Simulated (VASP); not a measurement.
Here is a VASP 6.6.1 calculation.

Contents of INCAR:

```
SYSTEM = Sr
PREC = Accurate
ENCUT = 520
EDIFF = 1E-6
ISMEAR = -1
SIGMA = 0.05
LREAL = .FALSE.
LASPH = .TRUE.
NELM = 80
ALGO = Normal
ISIF = 2
LWAVE = .FALSE.
LCHARG = .TRUE.
LELF = .TRUE.
LVHAR = .TRUE.
NBANDS = 11
```

The input KPOINTS:

```
Automatic mesh
0
G
  10 10 10
  0 0 0
```

The input POSCAR:

```
Sr
1.0
    3.2360756580      0.0000000000      0.0000000000
    0.0000000000      3.2360756580      0.0000000000
    0.0000000000      0.0000000000      3.2360756580
Sr
1
Direct
    0.0000000000      0.0000000000      0.0000000000
```

Potentials or basis: VASP PAW LDA potentials, release 64 (Sr_sv).

Run with:

```console
$ cat potpaw_LDA.64/Sr_sv/POTCAR > POTCAR
$ mpirun -np 1 vasp_std > vasp.out
```

Q: Predict the band gap on the k mesh.

A: Zero (filled and empty bands touch).

Q: What does it give for the pressure?

A: 6.4 GPa.

Caveat: the cell stands under pressure.
